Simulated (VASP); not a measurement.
# BeZn2TeS2 (P4/mmm) in VASP: further runs

Runs on BeZn2TeS2. Level: PBE. Tasks: single point.

All numbers are computed with VASP 6.6.1; they aren't measurements. Logs are shortened: lines on timing, memory, paths and dates and some standing lists are left out, and cuts for length are marked.

## 1. The cell of the first run

The structure is tetragonal, space group P4/mmm (No. 123). The conventional cell has a = 4.462 Å, b = 4.462 Å, c = 5.440 Å, α = 90.00°, β = 90.00°, γ = 90.00°. Be (site symmetry 4/mmm) has 4 S at 2.23 Å and 2 Te at 2.72 Å within 3.0 Å. Within 3.4 Å of Zn (site symmetry 4mm) lie 2 Zn at 2.55 to 2.89 Å and 4 S at 2.66 Å. Within 3.6 Å of Te (site symmetry 4/mmm) lie 2 Be at 2.72 Å and 8 Zn at 3.40 Å and 8 S at 3.52 Å. Within 3.0 Å of S (site symmetry mmm) lie 2 Be at 2.23 Å and 4 Zn at 2.66 Å.

## 2. Single point, PBE

Input file INCAR:

```
  PREC = Accurate
  ENCUT = 520
  EDIFF = 1E-6
  ISMEAR = 0
  SIGMA = 0.1
  LREAL = False
  LASPH = True
  NELM = 60
  ALGO = Normal
  ISIF = 2
  LWAVE = False
  LCHARG = False
  GGA = PE
  NBANDS = 31
```

Input file KPOINTS:

```
regular mesh
0
Gamma
  4 4 4
```

Input file POSCAR:

```
BeZn2TeS2
1.0
    4.4619544775      0.0000000000      0.0000000000
    0.0000000000      4.4619544775      0.0000000000
    0.0000000000      0.0000000000      5.4404248393
Be Zn Te S
1 2 1 2
Direct
    0.0000000000      0.0000000000      0.0000000000
    0.5000000000      0.5000000000      0.2657641292
    0.5000000000      0.5000000000      0.7342358708
    0.0000000000      0.0000000000      0.5000000000
    0.0000000000      0.5000000000      0.0000000000
    0.5000000000      0.0000000000      0.0000000000
```

Potentials or basis: VASP PAW PBE potentials, release 64 (Be, Zn, Te, S).

Run with:

```bash
$ cat potpaw_PBE.64/Be/POTCAR potpaw_PBE.64/Zn/POTCAR potpaw_PBE.64/Te/POTCAR potpaw_PBE.64/S/POTCAR > POTCAR
$ mpirun -np 1 vasp_std > vasp.out
```

OUTCAR:

```text
PREC = Accurate
   ENCUT = 520
   EDIFF = 1E-6
   ISMEAR = 0
   LREAL = False
   LASPH = True
   NELM = 60
   ISIF = 2
   GGA = PE

 ion  position               nearest neighbor table
   1  0.000  0.000  0.000-   5 2.23   6 2.23   5 2.23   6 2.23   4 2.72   4 2.72
   2  0.500  0.500  0.266-   3 2.55   5 2.66   6 2.66   6 2.66   5 2.66   3 2.89
   3  0.500  0.500  0.734-   2 2.55   5 2.66   6 2.66   6 2.66   5 2.66   2 2.89
   4  0.000  0.000  0.500-   1 2.72   1 2.72
   5  0.000  0.500  0.000-   1 2.23   1 2.23   3 2.66   2 2.66   2 2.66   3 2.66
   6  0.500  0.000  0.000-   1 2.23   1 2.23   3 2.66   2 2.66   3 2.66   2 2.66

  LATTYP: Found a simple tetragonal cell.
 ALAT       =     4.4619544775
 C/A-ratio  =     1.2192918746

  Lattice vectors:

 A1 = (   4.4619544775,   0.0000000000,   0.0000000000)
 A2 = (   0.0000000000,   4.4619544775,   0.0000000000)
 A3 = (   0.0000000000,   0.0000000000,   5.4404248393)

Analysis of symmetry for initial positions (statically):
=====================================================================
 Subroutine PRICEL returns:
 Original cell was already a primitive cell.

 Routine SETGRP: Setting up the symmetry group for a
 simple tetragonal supercell.

 Subroutine GETGRP returns: Found 16 space group operations
 (whereof 16 operations were pure point group operations)
 out of a pool of 16 trial point group operations.

The static configuration has the point symmetry D_4h.

Analysis of symmetry for dynamics (positions and initial velocities):
=====================================================================
 Subroutine PRICEL returns:
 Original cell was already a primitive cell.

 Routine SETGRP: Setting up the symmetry group for a
 simple tetragonal supercell.

 Subroutine GETGRP returns: Found 16 space group operations
 (whereof 16 operations were pure point group operations)
 out of a pool of 16 trial point group operations.

The dynamic configuration has the point symmetry D_4h.

 Subroutine INISYM returns: Found 16 space group operations
 (whereof 16 operations are pure point group operations),
 and found     1 'primitive' translations

----------------------------------------------------------------------------------------

                                     Primitive cell

  volume of cell :     108.3136

  direct lattice vectors                    reciprocal lattice vectors
[... 90 lines left out ...]
   EDIFFG = 0.1E-04   stopping-criterion for IOM
   NSW    =      0    number of steps for IOM
   IBRION =     -1    ionic relax: 0-MD 1-quasi-New 2-CG
   NFREE  =      0    steps in history (QN), initial steepest desc. (CG)
   ISIF   =      2    stress and relaxation
   ISYM   =      2    0-nonsym 1-usesym 2-fastsym
   POTIM  = 0.5000    time-step for ionic-motion
   TEBEG  =    0.0;   TEEND  =   0.0 temperature during run
   PSTRESS=    0.0 pullay stress
   NELECT =      44.0000    total number of electrons
   NUPDOWN=      -1.0000    fix difference up-down
   EMIN   =  10.00;   EMAX   =-10.00  energy-range for DOS
   EFERMI =   0.00;   METHOD = LEGACY
   ISMEAR =     0;   SIGMA  =   0.10  broadening in eV -4-tet -1-fermi 0-gaus
   EFERMI_NEDOS =   21; number of points for ismear=-14 and -15
   IALGO  =     38    algorithm
   IMIX   =      4    mixing-type and parameters
     AMIX     =   0.40;   BMIX     =  1.00
     AMIX_MAG =   1.60;   BMIX_MAG =  1.00
  volume/ion in A,a.u.               =      18.05       121.82
  Fermi-wavevector in a.u.,A,eV,Ry     =   1.212452  2.291203 20.001119  1.470041
  Thomas-Fermi vector in A             =   2.347936
   LORBIT       =      0    0 simple, 1 ext, 2 COOP (PROOUT), +10 PAW based schemes
   GGA     = PE    functional components
   LHFCALC =     F    Hartree Fock is set to
   AEXX    =    0.0000 exact exchange contribution
   IVDW    =     0    specifies the selected vdW correction
   LEPSILON=     F    determine dielectric tensor
   LRPA    =     F    only Hartree local field effects (RPA)
 non-spin polarized calculation
 Gauss-broadening in eV      SIGMA  =   0.10
  energy-cutoff  :      520.00
  volume of cell :      108.31
 maximum number of plane-waves:      2937
 NGX is ok and might be reduce to    36
   NGX = 17   NGY = 17   NGZ = 21

 number of electron      44.0000016 magnetization

 Free energy of the ion-electron system (eV)
  ---------------------------------------------------
  ext. energy  EPLUGINS =         0.00000000
  ---------------------------------------------------
  free energy    TOTEN  =       -17.32334427 eV

  energy without entropy =      -17.30696686  energy(sigma->0) =      -17.31515557

 E-fermi :   4.7324     XC(G=0): -10.3562

 val. band max:        4.7276565268   @ k =   0.5000   0.2500   0.5000
 cond. band min:       4.7691491527   @ k =   0.5000   0.2500   0.2500
 fundamental gap:      0.0414926259
 Fermi energy:         4.7323941776

 k-point     1 :       0.0000    0.0000    0.0000
  band No.  band energies     occupation
      1      -9.3749      2.00000
      2      -6.6403      2.00000
      3      -5.5010      2.00000
      4      -2.4470      2.00000
      5      -2.4184      2.00000
      6      -2.4184      2.00000
[... 601 lines left out ...]
     30      10.2337      0.00000
     31      13.3230      0.00000

------------------------ aborting loop because EDIFF is reached ----------------------------------------

  FORCE on cell =-STRESS in cart. coord.  units (eV):
  Direction    XX          YY          ZZ          XY          YZ          ZX
  --------------------------------------------------------------------------------------
  -------------------------------------------------------------------------------------
  Total        0.1780048      0.1780048     -0.1267642      0.0000000     -0.0000000     -0.0000000
  in kB        2.6330503      2.6330503     -1.8750980      0.0000000     -0.0000000     -0.0000000
  external PRESSURE =       1.1303342 kB  Pullay stress =       0.0000000 kB

 VOLUME and BASIS-vectors are now :
 -----------------------------------------------------------------------------
  energy-cutoff  :      520.00
  volume of cell :      108.31
      direct lattice vectors                 reciprocal lattice vectors
     4.461954477  0.000000000  0.000000000     0.224117033  0.000000000  0.000000000
     0.000000000  4.461954477  0.000000000     0.000000000  0.224117033  0.000000000
     0.000000000  0.000000000  5.440424839     0.000000000  0.000000000  0.183809175

 POSITION                                       TOTAL-FORCE (eV/Angst)
 -----------------------------------------------------------------------------------
      0.00000      0.00000      0.00000        -0.000000     -0.000000      0.000000
      2.23098      2.23098      1.44587         0.000000      0.000000      0.034676
      2.23098      2.23098      3.99456        -0.000000      0.000000     -0.034676
      0.00000      0.00000      2.72021        -0.000000     -0.000000      0.000000
      0.00000      2.23098      0.00000        -0.000000     -0.000000      0.000000
      2.23098      0.00000      0.00000        -0.000000     -0.000000      0.000000
 -----------------------------------------------------------------------------------
    total drift:                                0.000000      0.000000     -0.000000

  FREE ENERGIE OF THE ION-ELECTRON SYSTEM (eV)
  ---------------------------------------------------
  free  energy   TOTEN  =       -17.3233442695 eV

  energy  without entropy=      -17.3069668626  energy(sigma->0) =      -17.31515557
```

OSZICAR:

```text
N       E                     dE             d eps       ncg     rms          rms(c)
DAV:   1     0.299817215305E+03    0.29982E+03   -0.19748E+04  1116   0.157E+03
DAV:   2     0.146957010882E+02   -0.28512E+03   -0.27198E+03  1159   0.350E+02
DAV:   3    -0.174385911826E+02   -0.32134E+02   -0.31197E+02  1357   0.112E+02
DAV:   4    -0.186198253416E+02   -0.11812E+01   -0.11713E+01  1326   0.210E+01
DAV:   5    -0.186436906852E+02   -0.23865E-01   -0.23861E-01  1400   0.308E+00    0.113E+01
DAV:   6    -0.173245718089E+02    0.13191E+01   -0.40751E+00  1615   0.373E+01    0.814E+00
DAV:   7    -0.173331726826E+02   -0.86009E-02   -0.11705E+00  1277   0.715E+00    0.392E+00
DAV:   8    -0.173275297789E+02    0.56429E-02   -0.86435E-02  1439   0.178E+00    0.850E-01
DAV:   9    -0.173232986399E+02    0.42311E-02   -0.20481E-02  1433   0.108E+00    0.175E-01
DAV:  10    -0.173233532237E+02   -0.54584E-04   -0.35796E-03  1408   0.378E-01    0.128E-01
DAV:  11    -0.173233318307E+02    0.21393E-04   -0.43722E-04  1425   0.162E-01    0.640E-02
DAV:  12    -0.173233480085E+02   -0.16178E-04   -0.66960E-05  1381   0.570E-02    0.192E-02
DAV:  13    -0.173233442738E+02    0.37347E-05   -0.19702E-05  1489   0.387E-02    0.266E-03
DAV:  14    -0.173233442695E+02    0.42610E-08   -0.25857E-06  1191   0.970E-03
   1 F= -.17323344E+02 E0= -.17315156E+02  d E =-.163774E-01
```

It took 36 s on 1 thread of Intel Xeon Platinum 8488C (Sapphire Rapids), shared host; peak memory 0.25 GiB.

Results:

* Free energy: -17.3233 eV
* Pressure: 0.1 GPa
* Largest force: 0.035 eV/Å
* Band gap on the k mesh: zero (band 22 reaches 5.10 eV, above the bottom of band 23 at 3.87 eV)

Forces in eV/Å, atoms in the order of the input:
```
Be   0.000  0.000  0.000
Zn   0.000  0.000  0.035
Zn   0.000  0.000 -0.035
Te   0.000  0.000  0.000
S    0.000  0.000  0.000
S    0.000  0.000  0.000
```

Levels at points of the mesh, in eV from the Fermi level:
```tsv
k point	band 19	band 20	band 21	band 22	band 23	band 24	band 25	band 26
(0.00, 0.00, 0.00)	-1.14	-1.09	-0.35	-0.35	0.05	1.30	3.02	3.93
(0.50, 0.00, 0.00)	-3.00	-2.86	-0.15	-0.02	1.61	2.95	3.12	4.27
(0.50, 0.50, 0.00)	-2.20	-2.20	-1.43	-0.08	0.25	0.47	4.70	4.70
(0.00, 0.00, 0.50)	-1.37	-1.28	-1.01	-1.01	-0.71	-0.55	4.58	5.28
(0.50, 0.00, 0.50)	-2.58	-0.61	-0.47	-0.11	1.23	2.81	2.92	3.30
(0.50, 0.50, 0.50)	-0.07	0.15	0.36	0.36	0.47	2.91	4.68	4.68
```

Caveat: spin-orbit coupling is left out, which moves the levels of the heavy elements.

## 3. Single point, PBE

This run uses another cell than the first one, of 20.48 Å³/atom, 1.134 times its volume.

Input file INCAR:

```
PREC     = Accurate       # precision mode
ENCUT    = 520            # plane-wave cutoff, eV
EDIFF    = 1E-7           # SCF threshold, eV
ISMEAR   = 0              # smearing method
SIGMA    = 0.1            # smearing width, eV
LREAL    = False          # projectors in reciprocal space
LASPH    = True           # aspherical terms in the spheres
NELM     = 80             # most SCF steps
ALGO     = Normal         # electronic algorithm
ISIF     = 2              # what is computed and relaxed
LWAVE    = False          # write WAVECAR
LCHARG   = True           # write CHGCAR
GGA      = PE             # functional
LELF     = True           # ELF
LVHAR    = True         
NBANDS   = 31             # bands
```

KPOINTS is that of step 2.

Input file POSCAR:

```
BeZn2TeS2
1.0
    4.5040601400      0.0000000000      0.0000000000
    0.0000000000      4.5040601400      0.0000000000
    0.0000000000      0.0000000000      6.0560118600
Be Zn Te S
1 2 1 2
Direct
    0.0000000000      0.0000000000      0.0000000000
    0.5000000000      0.5000000000      0.2536999900
    0.5000000000      0.5000000000      0.7463000100
    0.0000000000      0.0000000000      0.5000000000
    0.0000000000      0.5000000000      0.0000000000
    0.5000000000      0.0000000000      0.0000000000
```

Potentials or basis: VASP PAW PBE potentials, release 64 (Be, Zn, Te, S).

Run with:

```bash
$ cat potpaw_PBE.64/Be/POTCAR potpaw_PBE.64/Zn/POTCAR potpaw_PBE.64/Te/POTCAR potpaw_PBE.64/S/POTCAR > POTCAR
$ mpirun -np 1 vasp_std > vasp.out
```

OUTCAR:

```text
PREC = Accurate
   ENCUT = 520
   EDIFF = 1E-7
   ISMEAR = 0
   LREAL = False
   LASPH = True
   NELM = 80
   ISIF = 2
   GGA = PE

 ion  position               nearest neighbor table
   1  0.000  0.000  0.000-   5 2.25   6 2.25   5 2.25   6 2.25   4 3.03   4 3.03
   2  0.500  0.500  0.254-   5 2.73   6 2.73   6 2.73   5 2.73   3 2.98
   3  0.500  0.500  0.746-   5 2.73   6 2.73   6 2.73   5 2.73   2 2.98
   4  0.000  0.000  0.500-   1 3.03   1 3.03
   5  0.000  0.500  0.000-   1 2.25   1 2.25   3 2.73   2 2.73   2 2.73   3 2.73
   6  0.500  0.000  0.000-   1 2.25   1 2.25   3 2.73   2 2.73   3 2.73   2 2.73
[... 811 lines left out ...]
  -------------------------------------------------------------------------------------
  Total       -4.0018846     -4.0018846     -3.9432947      0.0000000      0.0000000     -0.0000000
  in kB      -52.1891313    -52.1891313    -51.4250519      0.0000000      0.0000000     -0.0000000
  external PRESSURE =     -51.9344382 kB  Pullay stress =       0.0000000 kB

 VOLUME and BASIS-vectors are now :
 -----------------------------------------------------------------------------
  energy-cutoff  :      520.00
  volume of cell :      122.86
      direct lattice vectors                 reciprocal lattice vectors
     4.504060140  0.000000000  0.000000000     0.222021902  0.000000000  0.000000000
     0.000000000  4.504060140  0.000000000     0.000000000  0.222021902  0.000000000
     0.000000000  0.000000000  6.056011860     0.000000000  0.000000000  0.165125172

 POSITION                                       TOTAL-FORCE (eV/Angst)
 -----------------------------------------------------------------------------------
      0.00000      0.00000      0.00000         0.000000      0.000000      0.000000
      2.25203      2.25203      1.53641         0.000000     -0.000000      0.136960
      2.25203      2.25203      4.51960         0.000000      0.000000     -0.136960
      0.00000      0.00000      3.02801         0.000000      0.000000      0.000000
      0.00000      2.25203      0.00000         0.000000      0.000000      0.000000
      2.25203      0.00000      0.00000         0.000000      0.000000      0.000000
 -----------------------------------------------------------------------------------
    total drift:                                0.000000      0.000000     -0.000000

  FREE ENERGIE OF THE ION-ELECTRON SYSTEM (eV)
  ---------------------------------------------------
  free  energy   TOTEN  =       -17.0066867169 eV

  energy  without entropy=      -16.9776657173  energy(sigma->0) =      -16.99217622
```

OSZICAR:

```text
N       E                     dE             d eps       ncg     rms          rms(c)
DAV:   1     0.294222131214E+03    0.29422E+03   -0.19460E+04  1116   0.150E+03
DAV:   2     0.152358271635E+02   -0.27899E+03   -0.26576E+03  1173   0.340E+02
DAV:   3    -0.173114211046E+02   -0.32547E+02   -0.31668E+02  1365   0.110E+02
DAV:   4    -0.184199913995E+02   -0.11086E+01   -0.11045E+01  1312   0.199E+01
DAV:   5    -0.184435795076E+02   -0.23588E-01   -0.23583E-01  1427   0.298E+00    0.989E+00
DAV:   6    -0.169975876380E+02    0.14460E+01   -0.36777E+00  1727   0.347E+01    0.734E+00
DAV:   7    -0.170170203306E+02   -0.19433E-01   -0.10729E+00  1284   0.668E+00    0.356E+00
DAV:   8    -0.170218902706E+02   -0.48699E-02   -0.14646E-01  1558   0.212E+00    0.852E-01
DAV:   9    -0.170062966415E+02    0.15594E-01   -0.54079E-02  1528   0.131E+00    0.181E-01
DAV:  10    -0.170066517170E+02   -0.35508E-03   -0.59314E-03  1437   0.533E-01    0.159E-01
DAV:  11    -0.170066502694E+02    0.14476E-05   -0.63306E-04  1367   0.187E-01    0.881E-02
DAV:  12    -0.170066917255E+02   -0.41456E-04   -0.14747E-04  1309   0.758E-02    0.217E-02
DAV:  13    -0.170066874297E+02    0.42958E-05   -0.30161E-05  1440   0.460E-02    0.715E-03
DAV:  14    -0.170066867540E+02    0.67571E-06   -0.48697E-06  1328   0.157E-02    0.372E-03
DAV:  15    -0.170066867169E+02    0.37106E-07   -0.54750E-07  1334   0.391E-03
   1 F= -.17006687E+02 E0= -.16992176E+02  d E =-.290210E-01
```

Wall time 63 s (1 thread of Intel Xeon Platinum 8488C (Sapphire Rapids), shared host); peak memory 0.27 GiB.

Results:

| Item | Value |
| --- | --- |
| Free energy | -17.0067 eV |
| Pressure | -5.2 GPa |
| Largest force | 0.137 eV/Å |
| Band gap on the k mesh | zero (band 22 reaches 3.64 eV, above the bottom of band 23 at 2.77 eV) |

Forces on the atoms (eV/Å):
```
Be   0.000  0.000  0.000
Zn   0.000  0.000  0.137
Zn   0.000  0.000 -0.137
Te   0.000  0.000  0.000
S    0.000  0.000  0.000
S    0.000  0.000  0.000
```

Caveat: spin-orbit coupling is left out, which moves the levels of the heavy elements.
